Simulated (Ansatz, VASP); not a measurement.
# Re in VASP and in Ansatz

File INCAR:

```
SYSTEM = Re
PREC     = Accurate       ! precision mode
ENCUT    = 520            ! plane-wave cutoff, eV
EDIFF    = 1E-6           ! SCF threshold, eV
ISMEAR   = 0              ! smearing method
SIGMA    = 0.15           ! smearing width, eV
LREAL    = .FALSE.        ! projectors in reciprocal space
LASPH    = .TRUE.         ! aspherical terms in the spheres
NELM     = 100            ! most SCF steps
ALGO     = Fast           ! electronic algorithm
ISIF     = 2              ! what is computed and relaxed
LWAVE    = .FALSE.        ! write WAVECAR
LCHARG   = .TRUE.         ! write CHGCAR
GGA      = PE             ! functional
LELF     = .TRUE.         ! ELF
LVHAR    = .TRUE.       
NBANDS   = 10             ! bands
```

The input KPOINTS:

```
Automatic mesh
0
G
  10 10 10
  0 0 0
```

POSCAR

```
Re
1.0
    0.0000000000      2.0433691098      1.9407919805
    2.0433691098      0.0000000000      1.9407919805
    2.0433691098      2.0433691098      0.0000000000
Re
1
Direct
    0.0000000000      0.0000000000      0.0000000000
```

Input for Ansatz:

```yaml
crystal:
  lattice:
    - [0.0, 2.0433691098, 1.9407919805]
    - [2.0433691098, 0.0, 1.9407919805]
    - [2.0433691098, 2.0433691098, 0.0]
  atoms:
    - { symbol: Re, position: [0.0, 0.0, 0.0] }
basis:
  ecutwfc: 420
kpoints:
  mp_grid: { grid: [10, 10, 10] }
hamiltonian:
  xc: pbe
scf:
  occupations: { method: gaussian, width: 0.15 }
output:
  forces: true
  stress: true
  eigenvalues: true
```

Alike in both runs: task single point; functional PBE; k mesh 10 × 10 × 10; occupations gaussian, width 0.15 eV; no spin polarisation.

```csv
,VASP,Ansatz
version,VASP 6.6.1,Ansatz 0.2.0
potentials or method,"VASP PAW PBE potentials, release 64 (Re), cutoff 520 eV","scalar-relativistic, plane waves, PAW"
valence electrons in the cell,7,15
```

|  | VASP | Ansatz | Ansatz less VASP |
| --- | --- | --- | --- |
| gap on the k mesh at the Fermi level (eV) | none | none | - |
| pressure (GPa) | -24.3 | -23.4 | +0.85 |
| traceless stress, the component that is largest in VASP (GPa) | 8.08 | 8.15 | +0.077 |

A gap of «none» marks a metal or a gap that the smearing closes. The functional is the same, so the differences come from potentials, cutoffs and numerics. VASP's potentials hold 7 valence electrons a cell and Ansatz's 15, so a difference there can come from the potentials and not from the codes.

Neither program's run includes spin-orbit coupling.
